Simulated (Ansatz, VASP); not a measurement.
SiC: VASP beside Ansatz

```xyz
4
Lattice="3.1363 0.0000 0.0000 -1.5682 2.7161 0.0000 0.0000 0.0000 5.1470" Properties=species:S:1:pos:R:3 pbc="T T T"
Si    0.0000    1.8108    0.0231
Si    1.5682    0.9054    2.5966
C     0.0000    1.8108    1.9585
C     1.5682    0.9054    4.5320
```

Change from the starting cell: volume scaled by 1.06, ions relaxed.

Alike in both runs: functional PBE; k mesh 16 × 16 × 9; occupations fermi-dirac, width 0.02 eV; no spin polarisation.

Ansatz relaxed the structure, and its values are those at the end. VASP's run is a single point on that final structure, the one shown.

|  | VASP | Ansatz |
| --- | --- | --- |
| version | VASP 6.6.1 | Ansatz 0.2.0 |
| potentials or method | VASP PAW PBE potentials, release 64 (Si, C) | plane-wave PAW, scalar-relativistic |
| plane-wave cutoff (eV) | 520 | 420 |
| valence electrons in the cell | 16 | 16 |

```tsv
	VASP	Ansatz	Ansatz less VASP
gap on the k mesh at the Fermi level (eV)	2.44	2.44	+0.003
pressure (GPa)	-8.4	-8.4	+0.03
rms of the force components (eV/Å)	0.004	0.004	-0.0001
```

Ansatz's warnings: stress scf threshold loose.
